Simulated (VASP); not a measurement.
Se: single point with LDA

Crystal: Se.

```
Se
1.0
     2.76840    0.00000    0.00000
     0.00000    2.76840    0.00000
     0.00000    0.00000    2.85272
Se
1
Cartesian
  0.0000 0.0000 0.0000
```

This cell differs from its parent crystal: strain -0.015 along x and y, +0.015 along z.

```json
{
  "Program": "VASP 6.6.1",
  "Task": "single point",
  "Functional": "LDA",
  "Potentials or basis": "VASP PAW LDA potentials, release 64 (Se)",
  "Cutoff": "520 eV",
  "k mesh": "16 × 16 × 16",
  "Occupations": "gaussian, width 0.15 eV",
  "Spin": "no spin polarisation"
}
```

```yaml
Pressure: -2.1 GPa
Band_gap_on_the_k_mesh: zero (bands 3 and 4 overlap by 6.29 eV)
```

Stress tensor (GPa, compression positive):
```
-1.47  0.00  0.00
 0.00 -1.47  0.00
 0.00  0.00 -3.40
```

Levels at points of the mesh, in eV from the Fermi level:
```
           k point  band 1  band 2  band 3  band 4  band 5  band 6  band 7  band 8
(0.00, 0.00, 0.00)  -16.28    0.97    1.75    1.75    7.30    7.98    8.24   22.36
(0.50, 0.00, 0.00)  -13.97   -7.24    2.57    3.32   10.03   11.83   12.35   13.04
(0.50, 0.50, 0.00)  -11.65   -5.13   -5.13    2.75    4.02   13.55   15.46   15.46
(0.00, 0.00, 0.50)  -14.33   -7.09    3.07    3.07   10.00   11.82   12.78   14.04
(0.50, 0.00, 0.50)  -12.04   -5.41   -4.92    2.70    4.50   13.77   16.03   16.45
(0.50, 0.50, 0.50)   -9.69   -3.54   -3.54   -3.01    5.54    5.87    5.87    9.72
```

Run time: 26 s on 1 thread of AMD EPYC 9R45 96-Core Processor (Zen 5), with other jobs on the host, peak memory 0.15 GiB.

Caveat: the cell differs from its parent crystal (strain -0.015 along x and y, +0.015 along z).
